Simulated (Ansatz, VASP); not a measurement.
**Hf2AlN3 in VASP and in Ansatz**

```xyz
6
Lattice="3.4320 0.0000 0.0000 -1.7160 2.9722 0.0000 0.0000 0.0000 8.4066" Properties=species:S:1:pos:R:3 pbc="T T T"
Hf    0.0000    1.9815    5.6044
Hf    1.7160    0.9907    2.8022
Al    0.0000    0.0000    0.0000
N     1.7160    0.9907    7.0055
N     0.0000    0.0000    4.2033
N     0.0000    1.9815    1.4011
```

Alike in both runs: task single point; functional PBE; k mesh 6 × 6 × 2; occupations gaussian, width 0.1 eV; no spin polarisation.

|  | VASP | Ansatz |
| --- | --- | --- |
| version | VASP 6.6.1 | Ansatz 0.2.0 |
| potentials or method | VASP PAW PBE potentials, release 64 (Hf_pv, Al, N), cutoff 600 eV | scalar-relativistic, plane waves, PAW |
| valence electrons in the cell | 38 | 70 |

VASP gave:

| Property | Result |
| --- | --- |
| gap on the k mesh at the Fermi level (eV) | none |
| rms of the force components (eV/Å) | 0.390 |

Q: Estimate Ansatz's values.

A: gap on the k mesh at the Fermi level (eV): none; rms of the force components (eV/Å): 0.391.

Atom by atom the forces differ by 0.024 eV/Å (rms over components). A gap of «none» marks a metal or a gap that the smearing closes. The functional is the same, so the differences come from potentials, cutoffs and numerics. VASP's potentials hold 38 valence electrons a cell and Ansatz's 70, so a difference there can come from the potentials and not from the codes.

The k mesh is coarse, so the values compare programs but aren't converged. Neither program's run includes spin-orbit coupling.
